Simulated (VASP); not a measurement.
Runs of VASP 6.6.1 on GaN. The structure is hexagonal, space group P6_3mc (No. 186). Conventional cell: a = 3.189 Å, b = 3.189 Å, c = 5.154 Å, α = 90.00°, β = 90.00°, γ = 120.00°. Within 2.6 Å of Ga (site symmetry 3m) lie 4 N at 1.95 Å. N (site symmetry 3m) has 4 Ga at 1.95 Å within 2.6 Å. 

```tsv
task	level	potentials or basis	cell	smearing	gap on the mesh (eV)	pressure (GPa)
single point	r2SCAN	VASP PAW PBE potentials, release 64 (Ga_d, N)	as given	gaussian 0.03 eV	2.38	1.5
single point	PBE	VASP PAW PBE potentials, release 64 (Ga_d, N)	as given	gaussian 0.05 eV	1.98	6.7
single point	r2SCAN	VASP PAW PBE potentials, release 64 (Ga_d, N)	as given	gaussian 0.05 eV	2.38	1.5
relaxation of the atoms	r2SCAN	VASP PAW PBE potentials, release 64 (Ga_d, N)	atoms relaxed	gaussian 0.05 eV	2.38	1.5
relaxation of the atoms	LDA	VASP PAW LDA potentials, release 64 (Ga_d, N)	atoms relaxed	gaussian 0.05 eV	2.00	-4.1
single point	LDA	VASP PAW LDA potentials, release 64 (Ga_d, N)	as given	gaussian 0.05 eV	1.99	-4.1
single point	PBE	VASP PAW PBE potentials, release 64 (Ga_d, N)	as given	gaussian 0.03 eV	1.98	6.7
single point	LDA	VASP PAW LDA potentials, release 64 (Ga_d, N)	as given	gaussian 0.03 eV	1.99	(a)
```

Alike in all rows: no spin polarisation; k mesh 8 × 8 × 5; cutoff (eV) 520.

Fill in the values left out.

(a) -3.9.

Caveats: the PAW data sets were made with another functional, which shifts forces and pressure a little (some runs).

A k mesh can miss the band edges, and the runs leave out spin-orbit coupling on Ga.
